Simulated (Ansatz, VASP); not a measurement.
One calculation of SrO, two programs

File INCAR:

```
PREC = Accurate
ENCUT = 600
EDIFF = 1E-6
ISMEAR = 0
SIGMA = 0.02
LREAL = False
LASPH = True
NELM = 120
ALGO = Normal
ISIF = 2
LWAVE = False
LCHARG = True
GGA = PS
LELF = True
LVHAR = True
NBANDS = 15
GGA_COMPAT = False
```

The input KPOINTS:

```
Automatic mesh
0
Gamma
  8 8 8
```

POSCAR

```
SrO
1.0
    0.0000000000      2.5614511644      2.5614511644
    2.5614511644      0.0000000000      2.5614511644
    2.5614511644      2.5614511644      0.0000000000
Sr O
1 1
Direct
    0.0000000000      0.0000000000      0.0000000000
    0.5000000000      0.5000000000      0.5000000000
```

Input for Ansatz:

```yaml
crystal:
  lattice:
    - [0.0, 2.5614511644, 2.5614511644]
    - [2.5614511644, 0.0, 2.5614511644]
    - [2.5614511644, 2.5614511644, 0.0]
  atoms:
    - { symbol: Sr, position: [0.0, 0.0, 0.0] }
    - { symbol: O, position: [0.5, 0.5, 0.5] }
basis:
  ecutwfc: 420
kpoints:
  mp_grid: { grid: [8, 8, 8] }
  band_path:
    path:
      - [[0.0, 0.0, 0.0], [0.5, 0.0, 0.5], [0.625, 0.25, 0.625]]
      - [[0.375, 0.375, 0.75], [0.0, 0.0, 0.0], [0.5, 0.5, 0.5], [0.5, 0.25, 0.75], [0.5, 0.0, 0.5]]
    npoints: 10
hamiltonian:
  xc: pbesol
  pseudopotentials: { kind: paw, azcp: { folder: soft_1 } }
scf:
  occupations: { method: gaussian, width: 0.02 }
  n_extra_bands: 7
output:
  forces: true
  stress: true
  eigenvalues: true
```

Alike in both runs: task single point; functional PBEsol; k mesh 8 × 8 × 8; occupations gaussian, width 0.02 eV; no spin polarisation.

|  | VASP | Ansatz |
| --- | --- | --- |
| version | VASP 6.6.1 | Ansatz 0.2.0 |
| potentials or method | VASP PAW PBE potentials, release 64 (Sr_sv, O), cutoff 600 eV | scalar-relativistic, plane waves, PAW |
| valence electrons in the cell | 16 | 16 |

```csv
,VASP,Ansatz,Ansatz less VASP
gap on the k mesh at the Fermi level (eV),3.15,3.20,+0.048
least direct gap on the mesh (eV),3.23,3.27,+0.038
pressure (GPa),0.5,0.0,-0.55
```

VASP's potentials were made for PBE, not for PBEsol, and Ansatz warns of the same on its side. With one functional, cell and mesh, what is left measures potentials, basis and numerics.
